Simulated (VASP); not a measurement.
# Zr3Si2F (R-3m) in VASP: further runs

Zr3Si2F is run at these levels: PBE; tasks: single point, relaxation of cell and atoms.

Program: VASP 6.6.1. These are calculated values, not measurements. Logs are shortened: lines on timing, memory, paths and dates and some standing lists are left out, and cuts for length are marked.

### Step 1. The cell of the first run

Symmetry: R-3m, No. 166, trigonal system. The conventional cell has a = 5.979 Å, b = 5.979 Å, c = 9.910 Å, α = 90.00°, β = 90.00°, γ = 120.00°. Within 3.2 Å of Zr (site symmetry 2/m) lie 2 F at 2.39 Å and 6 Si at 2.77 to 3.20 Å and 4 Zr at 2.99 Å. Within 3.0 Å of Si (site symmetry 3m) lie 1 Si at 2.28 Å and 3 Zr at 2.77 Å. Within 3.2 Å of F (site symmetry -3m) lie 6 Zr at 2.39 Å.

The cell was generated, and may not be a known phase.

### Step 2. Single point, PBE

Contents of INCAR:

```
SYSTEM = Zr3Si2F
  ALGO = Normal
  EDIFF = 1E-6
  ENCUT = 520
  GGA = PE
  ISIF = 2
  ISMEAR = 0
  LASPH = .TRUE.
  LCHARG = .FALSE.
  LREAL = .FALSE.
  LWAVE = .FALSE.
  NBANDS = 34
  NELM = 60
  PREC = Accurate
  SIGMA = 0.1
```

Contents of KPOINTS:

```
k-points
0
G
  6 6 6
  0 0 0
```

Contents of POSCAR:

```
Zr3Si2F
1.0
    2.9893957942      1.7259284652      3.3034348132
   -2.9893957942      1.7259284652      3.3034348132
    0.0000000000     -3.4518569343      3.3034348112
Zr Si F
3 2 1
Direct
    0.5000000000      0.0000000000      0.5000000000
    0.0000000000      0.5000000000      0.5000000000
    0.5000000000      0.5000000000      0.0000000000
    0.1148076951      0.1148076951      0.1148076951
    0.8851923049      0.8851923049      0.8851923049
    0.5000000000      0.5000000000      0.5000000000
```

Potentials or basis: VASP PAW PBE potentials, release 64 (Zr_sv, Si, F).

Command:

```
$ cat potpaw_PBE.64/Zr_sv/POTCAR potpaw_PBE.64/Si/POTCAR potpaw_PBE.64/F/POTCAR > POTCAR
$ mpirun -np 1 vasp_std > vasp.out
```

OUTCAR:

```text
SYSTEM = Zr3Si2F
   EDIFF = 1E-6
   ENCUT = 520
   GGA = PE
   ISIF = 2
   ISMEAR = 0
   LASPH = .TRUE.
   LREAL = .FALSE.
   NELM = 60
   PREC = Accurate

 ion  position               nearest neighbor table
   1  0.500  0.000  0.500-   6 2.39   6 2.39   4 2.77   5 2.77   2 2.99   2 2.99   3 2.99   3 2.99
                             4 3.20   5 3.20   5 3.20   4 3.20   2 3.73   2 3.73   3 3.73   3 3.73
   2  0.000  0.500  0.500-   6 2.39   6 2.39   4 2.77   5 2.77   1 2.99   1 2.99   3 2.99   3 2.99
                             5 3.20   4 3.20   5 3.20   4 3.20   1 3.73   1 3.73   3 3.73   3 3.73
   3  0.500  0.500  0.000-   6 2.39   6 2.39   4 2.77   5 2.77   2 2.99   1 2.99   1 2.99   2 2.99
                             4 3.20   5 3.20   4 3.20   5 3.20   1 3.73   1 3.73   2 3.73   2 3.73
   4  0.115  0.115  0.115-   5 2.28   3 2.77   1 2.77   2 2.77   2 3.20   1 3.20   3 3.20   3 3.20
                             1 3.20   2 3.20
   5  0.885  0.885  0.885-   4 2.28   3 2.77   1 2.77   2 2.77   1 3.20   2 3.20   3 3.20   3 3.20
                             1 3.20   2 3.20
   6  0.500  0.500  0.500-   1 2.39   2 2.39   1 2.39   2 2.39   3 2.39   3 2.39

  LATTYP: Found a trigonal (rhomboedric) cell.
 ALAT       =     4.7778654069
 COS(alpha) =     0.2170590453

  Lattice vectors:

 A1 = (   2.9893957942,   1.7259284652,   3.3034348132)
 A2 = (  -2.9893957942,   1.7259284652,   3.3034348132)
 A3 = (   0.0000000000,  -3.4518569343,   3.3034348112)

Analysis of symmetry for initial positions (statically):
=====================================================================
 Subroutine PRICEL returns:
 Original cell was already a primitive cell.

 Routine SETGRP: Setting up the symmetry group for a
 trigonal (rhombohedral) supercell.

 Subroutine GETGRP returns: Found 12 space group operations
 (whereof 12 operations were pure point group operations)
 out of a pool of 12 trial point group operations.

The static configuration has the point symmetry D_3d.

Analysis of symmetry for dynamics (positions and initial velocities):
=====================================================================
 Subroutine PRICEL returns:
 Original cell was already a primitive cell.

 Routine SETGRP: Setting up the symmetry group for a
 trigonal (rhombohedral) supercell.

 Subroutine GETGRP returns: Found 12 space group operations
 (whereof 12 operations were pure point group operations)
 out of a pool of 12 trial point group operations.

The dynamic configuration has the point symmetry D_3d.

 Subroutine INISYM returns: Found 12 space group operations
 (whereof 12 operations are pure point group operations),
 and found     1 'primitive' translations

----------------------------------------------------------------------------------------

                                     Primitive cell

  volume of cell :     102.2641

  direct lattice vectors                    reciprocal lattice vectors
     2.989395794  1.725928465  3.303434813     0.167257879  0.096566381  0.100905074
    -2.989395794  1.725928465  3.303434813    -0.167257879  0.096566381  0.100905074
     0.000000000 -3.451856934  3.303434811     0.000000000 -0.193132763  0.100905074

  length of vectors
     4.777865407  4.777865407  4.777865407     0.217903873  0.217903873  0.217903873

  position of ions in fractional coordinates (direct lattice)
     0.500000000  1.000000000  0.500000000
     1.000000000  0.500000000  0.500000000
     0.500000000  0.500000000  1.000000000
     0.114807695  0.114807695  0.114807695
     0.885192305  0.885192305  0.885192305
     0.500000000  0.500000000  0.500000000

  ion indices of the primitive-cell ions
   primitive index   ion index
                 1           1
                 2           2
                 3           3
                 4           4
                 5           5
                 6           6

----------------------------------------------------------------------------------------

 KPOINTS: k-points

Automatic generation of k-mesh.
 Grid dimensions read from file:
 generate k-points for:    6    6    6

 Generating k-lattice:

  Cartesian coordinates                     Fractional coordinates (reciprocal lattice)
     0.027876313  0.016094397  0.016817512     0.166666667 -0.000000000  0.000000000
    -0.027876313  0.016094397  0.016817512    -0.000000000  0.166666667  0.000000000
     0.000000000 -0.032188794  0.016817512     0.000000000  0.000000000  0.166666667

  Length of vectors
     0.036317312  0.036317312  0.036317312

  Shift w.r.t. Gamma in fractional coordinates (k-lattice)
     0.000000000  0.000000000  0.000000000

 Subroutine IBZKPT returns following result:
 ===========================================

 Found     32 irreducible k-points:

 Following reciprocal coordinates:
            Coordinates               Weight
  0.000000  0.000000  0.000000      1.000000
  0.166667  0.000000 -0.000000      6.000000
  0.333333  0.000000 -0.000000      6.000000
  0.500000  0.000000  0.000000      3.000000
  0.166667  0.166667 -0.000000      6.000000
  0.333333  0.166667  0.000000     12.000000
[... 16 lines left out ...]
  0.500000  0.500000  0.166667      6.000000
 -0.333333  0.500000  0.166667     12.000000
 [... further k-points ...]
   k-points           NKPTS =     32   k-points in BZ     NKDIM =     32   number of bands    NBANDS=     34
   number of dos      NEDOS =    301   number of ions     NIONS =      6
   total plane-waves  NPLWV =  46656
   dimension x,y,z NGX =    36 NGY =   36 NGZ =   36
   dimension x,y,z NGXF=    72 NGYF=   72 NGZF=   72
   ions per type =               3   2   1
   NGX,Y,Z   is equivalent  to a cutoff of  12.53, 12.53, 12.53 a.u.
   NGXF,Y,Z  is equivalent  to a cutoff of  25.05, 25.05, 25.05 a.u.
 SYSTEM =  Zr3Si2F
   PREC   = accura    normal or accurate (medium, high low for compatibility)
   ISTART =      0    job   : 0-new  1-cont  2-samecut
   ICHARG =      2    charge: 1-file 2-atom 10-const
   ISPIN  =      1    spin polarized calculation?
   LNONCOLLINEAR =      F non collinear calculations
   LSORBIT =      F    spin-orbit coupling
   LASPH  =      T    aspherical Exc in radial PAW
   ENCUT  =  520.0 eV  38.22 Ry    6.18 a.u.   8.88  8.88  8.88*2*pi/ulx,y,z
   NELM   =     60;   NELMIN=  2; NELMDL= -5     # of ELM steps
   EDIFF  = 0.1E-05   stopping-criterion for ELM
   LREAL  =      F    real-space projection
[... 7 lines left out ...]
   TEBEG  =    0.0;   TEEND  =   0.0 temperature during run
   PSTRESS=    0.0 pullay stress
   NELECT =      51.0000    total number of electrons
   NUPDOWN=      -1.0000    fix difference up-down
   EMIN   =  10.00;   EMAX   =-10.00  energy-range for DOS
   EFERMI =   0.00;   METHOD = LEGACY
   ISMEAR =     0;   SIGMA  =   0.10  broadening in eV -4-tet -1-fermi 0-gaus
   EFERMI_NEDOS =   21; number of points for ismear=-14 and -15
   IALGO  =     38    algorithm
   IMIX   =      4    mixing-type and parameters
     AMIX     =   0.40;   BMIX     =  1.00
     AMIX_MAG =   1.60;   BMIX_MAG =  1.00
  volume/ion in A,a.u.               =      17.04       115.02
  Fermi-wavevector in a.u.,A,eV,Ry     =   1.298246  2.453330 22.931857  1.685444
  Thomas-Fermi vector in A             =   2.429587
   LORBIT       =      0    0 simple, 1 ext, 2 COOP (PROOUT), +10 PAW based schemes
   GGA     = PE    functional components
   LHFCALC =     F    Hartree Fock is set to
   AEXX    =    0.0000 exact exchange contribution
   IVDW    =     0    specifies the selected vdW correction
   LEPSILON=     F    determine dielectric tensor
   LRPA    =     F    only Hartree local field effects (RPA)
 non-spin polarized calculation
 Gauss-broadening in eV      SIGMA  =   0.10
  energy-cutoff  :      520.00
  volume of cell :      102.26
 maximum number of plane-waves:      2778
   NGX = 17   NGY = 17   NGZ = 17

 number of electron      51.0000020 magnetization

 Free energy of the ion-electron system (eV)
  ---------------------------------------------------
  ext. energy  EPLUGINS =         0.00000000
  ---------------------------------------------------
  free energy    TOTEN  =       -42.91783008 eV

  energy without entropy =      -42.90964552  energy(sigma->0) =      -42.91373780

 E-fermi :   9.7278     XC(G=0): -11.2665

 val. band max:        9.7258519139   @ k =   0.3333   0.3333  -0.0000
 cond. band min:       9.7705386034   @ k =   0.5000   0.0000   0.0000
 fundamental gap:      0.0446866895
 Fermi energy:         9.7277736927

 k-point     1 :       0.0000    0.0000    0.0000
  band No.  band energies     occupation
      1     -39.5000      2.00000
      2     -39.3252      2.00000
      3     -39.3252      2.00000
      4     -18.2876      2.00000
      5     -17.7962      2.00000
      6     -17.7962      2.00000
[... 26 lines left out ...]
     33      12.8268      0.00000
     34      13.2791      0.00000

 k-point     2 :       0.1667    0.0000   -0.0000
  band No.  band energies     occupation
      1     -39.4898      2.00000
      2     -39.3356      2.00000
      3     -39.3252      2.00000
      4     -18.3338      2.00000
      5     -18.0086      2.00000
      6     -17.7616      2.00000
[... 26 lines left out ...]
     33      12.8944      0.00000
     34      12.9873      0.00000

 k-point     3 :       0.3333    0.0000   -0.0000
  band No.  band energies     occupation
      1     -39.4634      2.00000
      2     -39.3622      2.00000
      3     -39.3252      2.00000
      4     -18.4975      2.00000
      5     -18.0430      2.00000
      6     -17.6827      2.00000
[... 26 lines left out ...]
     33      12.8626      0.00000
     34      12.9597      0.00000

 k-point     4 :       0.5000    0.0000    0.0000
  band No.  band energies     occupation
      1     -39.4423      2.00000
      2     -39.3834      2.00000
      3     -39.3251      2.00000
      4     -18.5786      2.00000
      5     -18.0251      2.00000
      6     -17.6408      2.00000
[... 26 lines left out ...]
     33      11.8387      0.00000
     34      12.8328      0.00000

 k-point     5 :       0.1667    0.1667   -0.0000
  band No.  band energies     occupation
      1     -39.4882      2.00000
      2     -39.3349      2.00000
      3     -39.3272      2.00000
      4     -18.5427      2.00000
      5     -17.9055      2.00000
      6     -17.7430      2.00000
[... 621 lines left out ...]
 k-point    22 :      -0.1667    0.3333    0.1667
  band No.  band energies     occupation
      1     -39.4417      2.00000
      2     -39.3803      2.00000
      3     -39.3286      2.00000
      4     -18.7549      2.00000
      5     -17.8793      2.00000
      6     -17.6441      2.00000
[... 26 lines left out ...]
     33      12.6521      0.00000
     34      12.8116      0.00000

 k-point    23 :       0.5000    0.5000    0.1667
  band No.  band energies     occupation
      1     -39.4508      2.00000
      2     -39.3653      2.00000
      3     -39.3329      2.00000
      4     -19.1573      2.00000
      5     -17.7658      2.00000
      6     -17.6807      2.00000
[... 26 lines left out ...]
     33      12.7934      0.00000
     34      13.4633      0.00000

 k-point    24 :      -0.3333    0.5000    0.1667
  band No.  band energies     occupation
      1     -39.4313      2.00000
      2     -39.3869      2.00000
      3     -39.3315      2.00000
      4     -19.0515      2.00000
      5     -17.7380      2.00000
      6     -17.6664      2.00000
[... 26 lines left out ...]
     33      12.6982      0.00000
     34      12.9944      0.00000

 [... further k-points ...]
[... 5 lines left out ...]
  --------------------------------------------------------------------------------------
  -------------------------------------------------------------------------------------
  Total        0.0520601      0.0520601      0.0155463      0.0000000      0.0000000      0.0000000
  in kB        0.8156284      0.8156284      0.2435650      0.0000000      0.0000000      0.0000000
  external PRESSURE =       0.6249406 kB  Pullay stress =       0.0000000 kB

 VOLUME and BASIS-vectors are now :
 -----------------------------------------------------------------------------
  energy-cutoff  :      520.00
  volume of cell :      102.26
      direct lattice vectors                 reciprocal lattice vectors
     2.989395794  1.725928465  3.303434813     0.167257879  0.096566381  0.100905074
    -2.989395794  1.725928465  3.303434813    -0.167257879  0.096566381  0.100905074
     0.000000000 -3.451856934  3.303434811     0.000000000 -0.193132763  0.100905074

 POSITION                                       TOTAL-FORCE (eV/Angst)
 -----------------------------------------------------------------------------------
      1.49470     -0.86296      3.30343         0.000000      0.000000      0.000000
     -1.49470     -0.86296      3.30343        -0.000000      0.000000      0.000000
      0.00000      1.72593      3.30343         0.000000      0.000000      0.000000
      0.00000     -0.00000      1.13778        -0.000000      0.000000     -0.018314
      0.00000     -0.00000      8.77253        -0.000000     -0.000000      0.018314
      0.00000     -0.00000      4.95515        -0.000000      0.000000      0.000000
 -----------------------------------------------------------------------------------
    total drift:                               -0.000000     -0.000000      0.000000

  FREE ENERGIE OF THE ION-ELECTRON SYSTEM (eV)
  ---------------------------------------------------
  free  energy   TOTEN  =       -42.9178300761 eV

  energy  without entropy=      -42.9096455159  energy(sigma->0) =      -42.91373780
```

Run time: 74 s. Hardware: 1 thread of Intel Xeon Platinum 8559C (Emerald Rapids), shared host; peak memory 0.25 GiB.

Results:

| Quantity | Value |
| --- | --- |
| Free energy | -42.9178 eV |
| Pressure | 0.1 GPa |
| Largest force | 0.018 eV/Å |
| Band gap on the k mesh | zero (an odd number of electrons rules out a gap without spin polarisation) |

Forces in eV/Å, atoms in the order of the input:
```
Zr   0.000  0.000  0.000
Zr   0.000  0.000  0.000
Zr   0.000  0.000  0.000
Si   0.000  0.000 -0.018
Si   0.000  0.000  0.018
F    0.000  0.000  0.000
```

Caveat: an odd number of electrons without spin polarisation forces a metal; a magnetic or distorted state may lie lower.

### Step 3. Single point, PBE

This run uses another cell than the first one, of 15.63 Å³/atom.

Contents of INCAR:

```
PREC = Accurate
ENCUT = 520
EDIFF = 1E-7
ISMEAR = 0
SIGMA = 0.1
LREAL = False
LASPH = True
NELM = 80
ALGO = Normal
ISIF = 2
LWAVE = False
LCHARG = False
GGA = PE
NBANDS = 34
```

Contents of KPOINTS:

```
regular mesh
0
Gamma
  6 6 6
```

Contents of POSCAR:

```
Zr3Si2F
1.0
    2.5473121600      1.4706913600      4.1716668900
   -2.5473121600      1.4706913600      4.1716668900
    0.0000000000     -2.9413827300      4.1716668900
Zr Si F
3 2 1
Direct
    0.5000000000      0.0000000000      0.5000000000
    0.0000000000      0.5000000000      0.5000000000
    0.5000000000      0.5000000000      0.0000000000
    0.1240085700      0.1240085700      0.1240085700
    0.8759914300      0.8759914300      0.8759914300
    0.5000000000      0.5000000000      0.5000000000
```

Potentials or basis: VASP PAW PBE potentials, release 64 (Zr_sv, Si, F).

Command:

```
$ cat potpaw_PBE.64/Zr_sv/POTCAR potpaw_PBE.64/Si/POTCAR potpaw_PBE.64/F/POTCAR > POTCAR
$ mpirun -np 1 vasp_std > vasp.out
```

It took 2 min on 1 thread of Intel Xeon Platinum 8559C (Emerald Rapids), shared host; peak memory 0.28 GiB.

The run converged. Its results:

```
Free energy            : -38.6968 eV
Pressure               : 20.1 GPa
Largest force          : 0.557 eV/Å
Band gap on the k mesh : zero (an odd number of electrons rules out a gap without spin polarisation)
```

Forces in eV/Å, atoms in the order of the input:
```
Zr   0.000  0.000  0.000
Zr   0.000  0.000  0.000
Zr   0.000  0.000  0.000
Si   0.000  0.000 -0.557
Si   0.000  0.000  0.557
F    0.000  0.000  0.000
```

Stress tensor (GPa, compression positive):
```
33.66  0.00  0.00
 0.00 33.66  0.00
 0.00  0.00 -6.89
```

Levels at points of the mesh, in eV from the Fermi level:
```
           k point  band 22  band 23  band 24  band 25  band 26  band 27  band 28  band 29
(0.00, 0.00, 0.00)    -3.53    -1.98    -1.98    -1.55     0.20     0.90     0.90     2.21
(0.50, 0.00, 0.00)    -2.31    -1.78    -0.60    -0.30     1.45     1.49     1.68     1.74
(0.50, 0.50, 0.00)    -2.37    -1.75    -1.00    -0.51     1.26     1.40     1.51     1.64
(0.50, 0.50, 0.50)    -2.00    -1.88    -1.88    -1.24    -1.24     1.55     1.68     1.68
```

Caveat: the stress differs along the axes, from -7 to 34 GPa; an odd number of electrons without spin polarisation forces a metal; a magnetic or distorted state may lie lower.

(Part 1 of 2 ends here.)

The gap in the log of VASP goes by the Fermi energy; the results here count the filled bands.